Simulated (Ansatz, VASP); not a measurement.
## HfSc2O3: VASP beside Ansatz

INCAR

```
PREC = Accurate
ENCUT = 520
EDIFF = 1E-6
ISMEAR = 0
SIGMA = 0.1
LREAL = False
LASPH = True
NELM = 100
ALGO = Normal
ISIF = 2
LWAVE = False
LCHARG = False
GGA = PE
NBANDS = 34
```

Contents of KPOINTS:

```
Automatic mesh
0
Gamma
  6 6 4
```

Contents of POSCAR:

```
HfSc2O3
1.0
    4.1940602900      0.0000000000      0.0000000000
   -2.0970301400      3.6321627500      0.0000000000
    0.0000000000      0.0000000000      6.4147474800
Hf Sc O
1 2 3
Direct
    0.0000000000      0.0000000000      0.0000000000
    0.3333333300      0.6666666700      0.5000000000
    0.6666666700      0.3333333300      0.5000000000
    0.5000000000      0.0000000000      0.0000000000
    0.0000000000      0.5000000000      0.0000000000
    0.5000000000      0.5000000000      0.0000000000
```

Input for Ansatz:

```yaml
crystal:
  lattice:
    - [4.19406029, 0.0, 0.0]
    - [-2.09703014, 3.63216275, 0.0]
    - [0.0, 0.0, 6.41474748]
  atoms:
    - { symbol: Hf, position: [0.0, 0.0, 0.0] }
    - { symbol: Sc, position: [0.33333333, 0.66666667, 0.5] }
    - { symbol: Sc, position: [0.66666667, 0.33333333, 0.5] }
    - { symbol: O, position: [0.5, 0.0, 0.0] }
    - { symbol: O, position: [0.0, 0.5, 0.0] }
    - { symbol: O, position: [0.5, 0.5, 0.0] }
basis:
  ecutwfc: 420
kpoints:
  mp_grid: { grid: [6, 6, 4] }
hamiltonian:
  xc: pbe
scf:
  occupations: { method: gaussian, width: 0.1 }
  lower_state_search: "off"
output:
  forces: true
  stress: true
  eigenvalues: true
```

Alike in both runs: task single point; functional PBE; k mesh 6 × 6 × 4; occupations gaussian, width 0.1 eV; no spin polarisation.

|  | VASP | Ansatz |
| --- | --- | --- |
| version | VASP 6.6.1 | Ansatz 0.2.0 |
| potentials or method | VASP PAW PBE potentials, release 64 (Hf_pv, Sc_sv, O), cutoff 520 eV | scalar-relativistic, plane waves, PAW |
| valence electrons in the cell | 50 | 66 |

```tsv
	VASP	Ansatz	Ansatz less VASP
gap on the k mesh at the Fermi level (eV)	none	none	-
pressure (GPa)	9.2	10.3	+1.05
traceless stress, the component that is largest in VASP (GPa)	-21.47	-22.33	-0.862
```

A gap of «none» marks a metal or a gap that the smearing closes. The functional is the same, so the differences come from potentials, cutoffs and numerics. VASP's potentials hold 50 valence electrons a cell and Ansatz's 66, so a difference there can come from the potentials and not from the codes.

Spin-orbit coupling is off throughout.
